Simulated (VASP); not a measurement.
Runs of VASP 6.6.1 on TaTl. The structure is that of space group Pm-3m (No. 221), or close to it. The cells are those of the table. 

```tsv
task	level	cell	cutoff (eV)	gap on the mesh (eV)	pressure (GPa)
single point	PBE	a = 3.396 Å, 2 atoms	520	none	5.0
single point	PBEsol	a = 3.622 Å, 2 atoms	520	none	-17.8
single point	BLYP	a = 3.622 Å, 2 atoms	520	none	-7.9
single point	PBE	a = 3.622 Å, 2 atoms	520	none	(b)
relaxation of cell and atoms	PBE	relaxed to 5 GPa from a = 3.622 Å, 2 atoms	600	none	5.0
relaxation of cell and atoms	PBE	relaxed from a = 3.622 Å, 2 atoms	600	none	0.0
single point	RPBE	a = 3.622 Å, 2 atoms	520	none	(a)
single point	r2SCAN	a = 3.622 Å, 2 atoms	520	none	-16.2
```

Alike in all rows: potentials or basis VASP PAW PBE potentials, release 64 (Ta_pv, Tl_d); no spin polarisation; k mesh 7 × 7 × 7; smearing fermi-dirac 0.05 eV.

Q: Estimate the missing entries.

A: (a) -11.3; (b) -13.5.

Caveats: spin-orbit coupling is left out, which moves the levels of the heavy elements; the cell stands under tension (at least some runs); the PAW data sets were made with another functional, which shifts forces and pressure a little (at least some runs); the cell stands under pressure (at least some runs); the cell is relaxed towards a set pressure, so the run minimises the enthalpy, not the energy (at least some runs).

A k mesh can miss the band edges, and the runs leave out spin-orbit coupling on Ta, Tl.

A gap of «none» marks levels without a gap at the run's occupations.
